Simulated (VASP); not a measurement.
# Si62P (a cell with a defect) in VASP: further runs

Si62P (a cell with a defect) is run at these levels: PBE+D3(BJ); tasks: single point.

Everything below comes from runs of VASP 6.6.1. Logs are shortened: lines on timing, memory, paths and dates and some standing lists are left out, and cuts for length are marked.

## (1) The cell of the first run

The cell holds a defect, 63 atoms: a = 10.860 Å, b = 10.860 Å, c = 10.860 Å, α = 90.00°, β = 90.00°, γ = 90.00°.

## (2) Single point, PBE+D3(BJ), collinear spin

INCAR reads:

```
SYSTEM = Si62P
PREC = Accurate
ENCUT = 520
EDIFF = 1E-6
ISMEAR = -1
SIGMA = 0.02
LREAL = Auto
LASPH = .TRUE.
NELM = 150
ALGO = Normal
ISIF = 2
LWAVE = .FALSE.
LCHARG = .TRUE.
ISPIN = 2
MAGMOM = 0 0 0 0 0 0 0 0 0 0 0 0 0 0 0 0 0 0 0 0 0 0 0 0 0 0 0 0 0 0 0 0 0 0 0 0 0 0 0 0 0 0 0 0 0 0 0 0 0 0 0 0 0 0 0 0 0 0 0.16 0 0 0 0
LORBIT = 11
GGA = PE
IVDW = 12
LELF = .TRUE.
LVHAR = .TRUE.
NBANDS = 168
```

KPOINTS reads:

```
regular mesh
0
G
  1 1 1
  0 0 0
```

POSCAR reads:

```
Si62P
1.0
   10.8600000000      0.0000000000      0.0000000000
    0.0000000000     10.8600000000      0.0000000000
    0.0000000000      0.0000000000     10.8600000000
Si P
62 1
Direct
    0.4971079190     -0.0005681400      0.0030056169
    0.6250585635      0.1268088398      0.1235970534
    0.7492527624      0.2521732965     -0.0027250460
    0.8740151934      0.3742089319      0.1276314917
    0.7494786372     -0.0007962247      0.2494268877
    0.8737975138      0.1225801105      0.3766959484
    0.0004139042      0.0006735727     -0.0005587477
    0.1250585635      0.1251573665      0.1257741252
    0.2494063536      0.2499135359      0.0006028545
    0.3752556169      0.3757086556      0.1245438306
    0.4996534070      0.5001253223     -0.0016064457
    0.6244470534      0.6245887661      0.1243474217
    0.7501395028      0.7502337017      0.0011765193
    0.8759706262      0.8756247698      0.1241392265
    0.2482306630     -0.0012133517      0.2521670350
    0.3768935543      0.1241069982      0.3732379374
    0.5012343462      0.2519624309      0.2506610497
    0.6251273481      0.3780061694      0.3789060773
    0.7486840700      0.5024686924      0.2522918969
    0.8754609576      0.6320368324      0.3708236648
    0.5038194291     -0.0027727440      0.4997660221
    0.6247240331      0.1252474217      0.6258372007
    0.7496300184      0.2496242173      0.5004536832
    0.8717632597      0.3793627993      0.6235449355
    0.7484345304      0.0002967772      0.7520388582
    0.8777502762      0.1276734807      0.8737049724
   -0.0010227440      0.4975303867      0.0013382136
    0.1293093002      0.6238400552      0.1207372928
    0.2546128913      0.7481196133     -0.0046946593
    0.3740885820      0.8735033149      0.1281064457
   -0.0012744015      0.2481383978      0.2521014733
    0.1229563536      0.3764121547      0.3746030387
    0.2510500921      0.5000500000      0.2513429098
    0.3773053407      0.6242874770      0.3791193370
    0.5026334254      0.7476533149      0.2534137201
    0.6316344383      0.8722747698      0.3757029466
   -0.0087484346     -0.0087797422      0.5029957643
    0.1210016575      0.1213953959      0.6225222836
    0.2477951197      0.2472997238      0.4987302026
    0.3740244936      0.3741929098      0.6247914365
    0.5052664825      0.5051308471      0.5086175875
    0.8641678637      0.8665774401      0.6258267035
    0.2500974217     -0.0002306630      0.7487735727
    0.3743624309      0.1250720074      0.8755681400
    0.4989099448      0.2498736648      0.7502359116
    0.6245984346      0.3788726519      0.8706839779
    0.7450106814      0.5088400552      0.7446836096
    0.8738685083      0.6244077348      0.8761632597
    0.0032395028      0.7494600368      0.2459001842
    0.1229879374      0.8736730203      0.3768318600
   -0.0036604052      0.5049234807      0.4992668508
    0.1243795580      0.6256937385      0.6254730203
    0.2499039595      0.7498162063      0.5007741252
    0.3776595764      0.8738295580      0.6242219153
   -0.0000084715      0.2525882136      0.7471306630
    0.1256269797      0.3756185083      0.8746957643
    0.2504310313      0.5003250460      0.7494241252
    0.3816786372      0.6258429098      0.8678831492
    0.5101735727      0.7489047882      0.7438250460
    0.6248729282      0.8761087477      0.8776129834
   -0.0022034991      0.7484615101      0.7507245856
    0.1259340700      0.8760356354      0.8743672192
    0.6432144567      0.6440294659      0.6126022099
```

Potentials or basis: VASP PAW PBE potentials, release 64 (Si, P).

Launch:

```sh
> cat potpaw_PBE.64/Si/POTCAR potpaw_PBE.64/P/POTCAR > POTCAR
> mpirun -np 1 vasp_gam > vasp.out
```

OUTCAR:

```text
SYSTEM = Si62P
   PREC = Accurate
   ENCUT = 520
   EDIFF = 1E-6
   ISMEAR = -1
   LREAL = Auto
   LASPH = .TRUE.
   NELM = 150
   ISIF = 2
   ISPIN = 2
   LORBIT = 11
   GGA = PE
   IVDW = 12
 IVDW          = 12

 ion  position               nearest neighbor table
   1  0.497  0.999  0.003-  30 2.35  44 2.36   2 2.36  60 2.36
   2  0.625  0.127  0.124-   3 2.36   1 2.36  17 2.36   5 2.37
   3  0.749  0.252  0.997-   2 2.36  26 2.36   4 2.37  46 2.37
   4  0.874  0.374  0.128-  27 2.35  31 2.35   3 2.37  19 2.37
   5  0.749  0.999  0.249-  36 2.33   6 2.35  14 2.35   2 2.37
   6  0.874  0.123  0.377-  23 2.35   5 2.35  31 2.35  37 2.35
[... 54 lines left out ...]
  61  0.998  0.748  0.751-  48 2.34  52 2.35  42 2.36  62 2.38
  62  0.126  0.876  0.874-  43 2.34   7 2.35  29 2.37  61 2.38
  63  0.643  0.644  0.613-  59 2.33  47 2.33  41 2.41

  LATTYP: Found a simple cubic cell.
 ALAT       =    10.8600000000

  Lattice vectors:

 A1 = (  10.8600000000,   0.0000000000,   0.0000000000)
 A2 = (   0.0000000000,  10.8600000000,   0.0000000000)
 A3 = (   0.0000000000,   0.0000000000,  10.8600000000)

Analysis of symmetry for initial positions (statically):
=====================================================================
 Subroutine PRICEL returns:
 Original cell was already a primitive cell.

 Routine SETGRP: Setting up the symmetry group for a
 simple cubic supercell.

 Subroutine GETGRP returns: Found  1 space group operations
 (whereof  1 operations were pure point group operations)
 out of a pool of 48 trial point group operations.

The static configuration has the point symmetry C_1 .

Analysis of symmetry for dynamics (positions and initial velocities):
=====================================================================
 Subroutine PRICEL returns:
 Original cell was already a primitive cell.

 Routine SETGRP: Setting up the symmetry group for a
 simple cubic supercell.

 Subroutine GETGRP returns: Found  1 space group operations
 (whereof  1 operations were pure point group operations)
 out of a pool of 48 trial point group operations.

The dynamic configuration has the point symmetry C_1 .

Analysis of structural, dynamic, and magnetic symmetry:
=====================================================================
 Subroutine PRICEL returns:
 Original cell was already a primitive cell.

 Routine SETGRP: Setting up the symmetry group for a
 simple cubic supercell.

 Subroutine GETGRP returns: Found  1 space group operations
 (whereof  1 operations were pure point group operations)
 out of a pool of 48 trial point group operations.

The overall configuration has the point symmetry C_1 .

 Subroutine INISYM returns: Found  1 space group operations
 (whereof  1 operations are pure point group operations),
 and found     1 'primitive' translations

----------------------------------------------------------------------------------------

                                     Primitive cell

  volume of cell :    1280.8241

  direct lattice vectors                    reciprocal lattice vectors
    10.860000000  0.000000000  0.000000000     0.092081031  0.000000000  0.000000000
     0.000000000 10.860000000  0.000000000     0.000000000  0.092081031  0.000000000
     0.000000000  0.000000000 10.860000000     0.000000000  0.000000000  0.092081031

  length of vectors
    10.860000000 10.860000000 10.860000000     0.092081031  0.092081031  0.092081031

  position of ions in fractional coordinates (direct lattice)
     0.497107919  0.999431860  0.003005617
     0.625058563  0.126808840  0.123597053
     0.749252762  0.252173296  0.997274954
     0.874015193  0.374208932  0.127631492
     0.749478637  0.999203775  0.249426888
     0.873797514  0.122580111  0.376695948
[... 165 lines left out ...]
   ISPIN  =      2    spin polarized calculation?
   LNONCOLLINEAR =      F non collinear calculations
   LSORBIT =      F    spin-orbit coupling
   LASPH  =      T    aspherical Exc in radial PAW
   ENCUT  =  520.0 eV  38.22 Ry    6.18 a.u.  20.19 20.19 20.19*2*pi/ulx,y,z
   NELM   =    150;   NELMIN=  2; NELMDL= -5     # of ELM steps
   EDIFF  = 0.1E-05   stopping-criterion for ELM
   LREAL  =      T    real-space projection
   EDIFFG = 0.1E-04   stopping-criterion for IOM
   NSW    =      0    number of steps for IOM
   IBRION =     -1    ionic relax: 0-MD 1-quasi-New 2-CG
   NFREE  =      0    steps in history (QN), initial steepest desc. (CG)
   ISIF   =      2    stress and relaxation
   ISYM   =      2    0-nonsym 1-usesym 2-fastsym
   POTIM  = 0.5000    time-step for ionic-motion
   TEBEG  =    0.0;   TEEND  =   0.0 temperature during run
   PSTRESS=    0.0 pullay stress
   NELECT =     253.0000    total number of electrons
   NUPDOWN=      -1.0000    fix difference up-down
   EMIN   =  10.00;   EMAX   =-10.00  energy-range for DOS
   EFERMI =   0.00;   METHOD = LEGACY
   ISMEAR =    -1;   SIGMA  =   0.02  broadening in eV -4-tet -1-fermi 0-gaus
   EFERMI_NEDOS =   21; number of points for ismear=-14 and -15
   IALGO  =     38    algorithm
   IMIX   =      4    mixing-type and parameters
     AMIX     =   0.40;   BMIX     =  1.00
     AMIX_MAG =   1.60;   BMIX_MAG =  1.00
  volume/ion in A,a.u.               =      20.33       137.20
  Fermi-wavevector in a.u.,A,eV,Ry     =   0.953422  1.801706 12.367880  0.909014
  Thomas-Fermi vector in A             =   2.082076
   LORBIT       =     11    0 simple, 1 ext, 2 COOP (PROOUT), +10 PAW based schemes
   GGA     = PE    functional components
   LHFCALC =     F    Hartree Fock is set to
   AEXX    =    0.0000 exact exchange contribution
   IVDW    =    12    specifies the selected vdW correction
   LEPSILON=     F    determine dielectric tensor
   LRPA    =     F    only Hartree local field effects (RPA)
 spin polarized calculation
  energy-cutoff  :      520.00
  volume of cell :     1280.82
 maximum number of plane-waves:     17229
 NGX is ok and might be reduce to    84
   NGX = 41   NGY = 41   NGZ = 41

 number of electron     252.9999994 magnetization       0.9859669

 Free energy of the ion-electron system (eV)
  ---------------------------------------------------
  ext. energy  EPLUGINS =         0.00000000
  ---------------------------------------------------
  free energy    TOTEN  =      -332.67112730 eV

  energy without entropy =     -332.65355796  energy(sigma->0) =     -332.66234263

 E-fermi :   6.2303     XC(G=0):  -9.3353

 val. band max:        6.1956533604   @ k =   0.0000   0.0000   0.0000
 cond. band min:       6.2660508639   @ k =   0.0000   0.0000   0.0000
 fundamental gap:      0.0703975035
 Fermi energy:         6.2302961384

 spin component 1

 k-point     1 :       0.0000    0.0000    0.0000
  band No.  band energies     occupation
      1      -6.3000      1.00000
      2      -5.6830      1.00000
      3      -5.1550      1.00000
      4      -5.1507      1.00000
      5      -5.1433      1.00000
      6      -5.1348      1.00000
[... 130 lines left out ...]
    137       6.8573      0.00000
    138       6.9227      0.00000
 Fermi energy:         6.2302961384

 spin component 2

 k-point     1 :       0.0000    0.0000    0.0000
  band No.  band energies     occupation
      1      -6.2889      1.00000
      2      -5.6739      1.00000
      3      -5.1442      1.00000
      4      -5.1407      1.00000
      5      -5.1341      1.00000
      6      -5.1189      1.00000
[... 130 lines left out ...]
    137       6.8677      0.00000
    138       6.9391      0.00000
 [bands above 138 left out]

------------------------ aborting loop because EDIFF is reached ----------------------------------------

 Edisp (eV)  -19.86920

 E6    (eV) :   -11.6445

 E8    (eV) :    -8.2247

  FORCE on cell =-STRESS in cart. coord.  units (eV):
  Direction    XX          YY          ZZ          XY          YZ          ZX
  --------------------------------------------------------------------------------------
  -------------------------------------------------------------------------------------
  Total      -7.18854    -6.39947    -3.29998     3.38909    -3.07819    -5.18884
  in kB      -8.99211    -8.00507    -4.12793     4.23940    -3.85050    -6.49070
  external pressure =       -7.04 kB  Pullay stress =        0.00 kB

 VOLUME and BASIS-vectors are now :
 -----------------------------------------------------------------------------
  energy-cutoff  :      520.00
  volume of cell :     1280.82
      direct lattice vectors                 reciprocal lattice vectors
    10.860000000  0.000000000  0.000000000     0.092081031  0.000000000  0.000000000
     0.000000000 10.860000000  0.000000000     0.000000000  0.092081031  0.000000000
     0.000000000  0.000000000 10.860000000     0.000000000  0.000000000  0.092081031

 POSITION                                       TOTAL-FORCE (eV/Angst)
 -----------------------------------------------------------------------------------
      5.39859     10.85383      0.03264         0.042420     -0.011706     -0.039679
      6.78814      1.37714      1.34226        -0.031841      0.010792     -0.015032
      8.13688      2.73860     10.83041         0.091854      0.007360      0.013555
      9.49181      4.06391      1.38608        -0.052136      0.011284     -0.014243
      8.13934     10.85135      2.70878         0.043789      0.039715     -0.010342
      9.48944      1.33122      4.09092         0.024237      0.025332     -0.012012
[... 55 lines left out ...]
      1.36764      9.51375      9.49563        -0.048079     -0.044503     -0.031176
      6.98531      6.99416      6.65286        -0.540885     -0.590031      0.033327
 -----------------------------------------------------------------------------------
    total drift:                               -0.007264      0.005442      0.003635

  FREE ENERGIE OF THE ION-ELECTRON SYSTEM (eV)
  ---------------------------------------------------
  free  energy   TOTEN  =      -352.5403236468 eV

  energy  without entropy=     -352.5227543046  energy(sigma->0) =     -352.53153898

 total charge

# of ion       s       p       d       tot
------------------------------------------
    1        0.738   0.956   0.000   1.694
    2        0.742   0.944   0.000   1.686
    3        0.745   0.944   0.000   1.688
    4        0.743   0.944   0.000   1.687
    5        0.739   0.958   0.000   1.696
    6        0.739   0.960   0.000   1.699
[... 55 lines left out ...]
   62        0.744   0.943   0.000   1.688
   63        1.086   1.395   0.000   2.480
--------------------------------------------------
tot         47.090  60.083   0.000 107.173

 magnetization (x)

# of ion       s       p       d       tot
------------------------------------------
    1       -0.000   0.002   0.000   0.002
    2        0.001  -0.002   0.000  -0.001
    3       -0.000   0.006   0.000   0.006
    4        0.001   0.008   0.000   0.008
    5       -0.000  -0.000   0.000  -0.000
    6        0.001   0.000   0.000   0.001
[... 55 lines left out ...]
   62        0.002   0.007   0.000   0.009
   63        0.001   0.003   0.000   0.004
--------------------------------------------------
tot          0.074   0.278   0.000   0.352
```

Run time: 20 min. Hardware: 1 thread of Intel Xeon 8259CL, shared host; peak memory 1.5 GiB.

Results:

```
Free energy                                           : -352.5403 eV
Pressure                                              : -0.7 GPa
Largest force                                         : 0.801 eV/Å
Net moment                                            : 0.99 μB per cell
Site moments                                          : Si +0.00, -0.00, +0.01, +0.10, +0.11 (each value once); P +0.00 μB
Valence electrons inside the program's atomic spheres : Si 1.69, 1.70, 1.65, 1.68, 1.64, 1.66 (each value once); P 2.48
Dispersion energy per atom                            : -0.315 eV
```

Forces in eV/Å, atoms in the order of the input:
```
Si   0.042 -0.012 -0.040
Si  -0.032  0.011 -0.015
Si   0.092  0.007  0.014
Si  -0.052  0.011 -0.014
Si   0.044  0.040 -0.010
Si   0.024  0.025 -0.012
Si   0.025  0.019 -0.024
Si  -0.024 -0.002 -0.015
Si   0.022  0.005  0.004
Si  -0.017 -0.008  0.003
Si   0.010  0.002  0.024
Si  -0.033 -0.007  0.001
Si   0.011  0.010 -0.006
Si   0.026  0.012 -0.018
Si   0.037  0.009  0.004
Si  -0.003 -0.002 -0.020
Si   0.004  0.009  0.032
Si  -0.010  0.024  0.013
Si   0.090 -0.007  0.003
Si  -0.068  0.035 -0.026
Si   0.083 -0.027 -0.003
Si  -0.026 -0.010 -0.006
Si   0.009  0.014 -0.004
Si   0.016 -0.009 -0.001
Si   0.111 -0.020 -0.022
Si  -0.097 -0.027 -0.025
Si   0.017  0.029 -0.015
Si  -0.055  0.046  0.027
Si  -0.001  0.026  0.045
Si   0.014  0.019 -0.023
Si   0.026  0.026 -0.008
Si  -0.027  0.004 -0.008
Si   0.017  0.010  0.019
Si   0.004  0.020  0.002
Si   0.071  0.025  0.051
Si   0.010  0.007 -0.023
Si   0.154  0.131 -0.001
Si   0.054  0.078 -0.032
Si   0.086  0.071  0.033
Si   0.034  0.051  0.008
Si   0.121  0.114  0.088
Si   0.098  0.163 -0.122
Si   0.033 -0.004  0.001
Si  -0.014 -0.011 -0.017
Si   0.014 -0.003  0.011
Si  -0.041 -0.055  0.048
Si  -0.039 -0.104  0.065
Si  -0.016  0.020 -0.025
Si   0.010  0.014  0.025
Si   0.006  0.010 -0.017
Si   0.020  0.022 -0.004
Si  -0.029 -0.001 -0.015
Si   0.007  0.012 -0.011
Si  -0.002 -0.028 -0.009
Si   0.013  0.004  0.013
Si  -0.044 -0.015 -0.007
Si  -0.013 -0.003  0.021
Si  -0.107 -0.008  0.081
Si  -0.102 -0.123  0.061
Si   0.001 -0.060 -0.064
Si  -0.014  0.049 -0.039
Si  -0.048 -0.045 -0.031
P   -0.541 -0.590  0.033
```

Levels at points of the mesh, in eV from the Fermi level:
Spin up:
| k point | band 125 | band 126 | band 127 | band 128 | band 129 | band 130 |
| --- | --- | --- | --- | --- | --- | --- |
| (0.00, 0.00, 0.00) | -0.82 | -0.41 | -0.03 | 0.04 | 0.17 | 0.21 |
Spin down:
```tsv
k point	band 123	band 124	band 125	band 126	band 127	band 128	band 129	band 130
(0.00, 0.00, 0.00)	-1.06	-0.79	-0.77	-0.38	0.10	0.17	0.19	0.22
```

Caveat: the k points lie up to 0.58 Å⁻¹ apart.

(Continued in part 2 of 2.)
